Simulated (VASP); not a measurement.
Set up this calculation in VASP 6.6.1, as the native input.

* Task: single point
* Functional: PBE
* Potentials or basis: VASP PAW PBE potentials, release 64 (Zr_sv, H)
* Cutoff: 500 eV
* k mesh: 5 × 5 × 5
* Occupations: gaussian, width 0.2 eV
* Spin: no spin polarisation
* Dipole correction: no
* Further INCAR settings: ALGO = Normal; EDIFF = 1e-06; NBANDS = 18

The structure of ZrH5 lies in POSCAR:

```
ZrH5
1.0
    3.5848461816      0.0000000000      0.0000000000
   -1.7924230908      3.1045678619      0.0000000000
    0.0000000000      0.0000000000      3.1284300958
Zr H
1 5
Direct
    0.0000000000      0.0000000000      0.0000000000
    0.5000000000      0.0000000000      0.5000000000
    0.5000000000      0.5000000000      0.5000000000
    0.0000000000      0.5000000000      0.5000000000
    0.3333333333      0.6666666667      0.0000000000
    0.6666666667      0.3333333333      0.0000000000
```

One way to write it, as run:

INCAR

```
  PREC = Accurate
  ENCUT = 500
  EDIFF = 1E-6
  ISMEAR = 0
  SIGMA = 0.2
  LREAL = False
  LASPH = True
  NELM = 120
  ALGO = Normal
  ISIF = 2
  LWAVE = False
  LCHARG = False
  GGA = PE
  NBANDS = 18
  GGA_COMPAT = False
```

KPOINTS

```
Automatic mesh
0
Gamma
  5 5 5
```

Potentials or basis: VASP PAW PBE potentials, release 64 (Zr_sv, H).

Launch:

```console
$ cat potpaw_PBE.64/Zr_sv/POTCAR potpaw_PBE.64/H/POTCAR > POTCAR
$ mpirun -np 1 vasp_std > vasp.out
```

Results of the run:

```json
{
  "Pressure": "-0.5 GPa",
  "Band gap on the k mesh": "zero (an odd number of electrons rules out a gap without spin polarisation)"
}
```

Caveat: the k points lie up to 0.40 Å⁻¹ apart, too coarse for converged energies and pressures of a metal.

Wall time 20 s on 1 thread of AMD EPYC 7571, on a shared host, peak memory 0.12 GiB.
